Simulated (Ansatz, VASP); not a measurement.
One calculation of InAs, two programs

INCAR

```
ALGO     = Normal         # electronic algorithm
EDIFF    = 1E-6           # SCF threshold, eV
ENCUT    = 520            # plane-wave cutoff, eV
GGA      = PS             # functional
ISIF     = 2              # what is computed and relaxed
ISMEAR   = 0              # smearing method
LASPH    = T              # aspherical terms in the spheres
LCHARG   = F              # write CHGCAR
LREAL    = F              # projectors in reciprocal space
LWAVE    = F              # write WAVECAR
NBANDS   = 16             # bands
NELM     = 80             # most SCF steps
PREC     = Accurate       # precision mode
SIGMA    = 0.15           # smearing width, eV
```

File KPOINTS:

```
k-points
0
Gamma
  16 16 16
```

File POSCAR:

```
InAs
1.0
    0.0000000000      3.2851125443      2.5623877846
    3.2851125443      0.0000000000      2.5623877846
    3.2851125443      3.2851125443      0.0000000000
In As
1 1
Direct
    0.0000000000      0.0000000000      0.0000000000
    0.7500000000      0.7500000000      0.7500000000
```

Input for Ansatz:

```yaml
crystal:
  lattice:
    - [0.0, 3.2851125443, 2.5623877846]
    - [3.2851125443, 0.0, 2.5623877846]
    - [3.2851125443, 3.2851125443, 0.0]
  atoms:
    - { symbol: In, position: [0.0, 0.0, 0.0] }
    - { symbol: As, position: [0.75, 0.75, 0.75] }
basis:
  ecutwfc: 420
kpoints:
  mp_grid: { grid: [16, 16, 16] }
hamiltonian:
  xc: pbesol
scf:
  occupations: { method: gaussian, width: 0.15 }
output:
  forces: true
  stress: true
  eigenvalues: true
```

Alike in both runs: task single point; functional PBEsol; k mesh 16 × 16 × 16; occupations gaussian, width 0.15 eV; no spin polarisation.

|  | VASP | Ansatz |
| --- | --- | --- |
| version | VASP 6.6.1 | Ansatz 0.2.0 |
| potentials or method | VASP PAW PBE potentials, release 64 (In_d, As), cutoff 520 eV | scalar-relativistic, plane waves, PAW |
| valence electrons in the cell | 18 | 28 |

VASP gave:

- gap on the k mesh at the Fermi level (eV): none
- pressure (GPa): -0.2
- traceless stress, the component that is largest in VASP (GPa): 3.22

Q: Which values does Ansatz return?

A: gap on the k mesh at the Fermi level (eV): none; pressure (GPa): -0.2; traceless stress, the component that is largest in VASP (GPa): 3.24.

VASP's potentials were made for PBE, not for PBEsol. A gap of «none» marks a metal or a gap that the smearing closes. The functional is the same, so the differences come from potentials, cutoffs and numerics. VASP's potentials hold 18 valence electrons a cell and Ansatz's 28, so a difference there can come from the potentials and not from the codes.
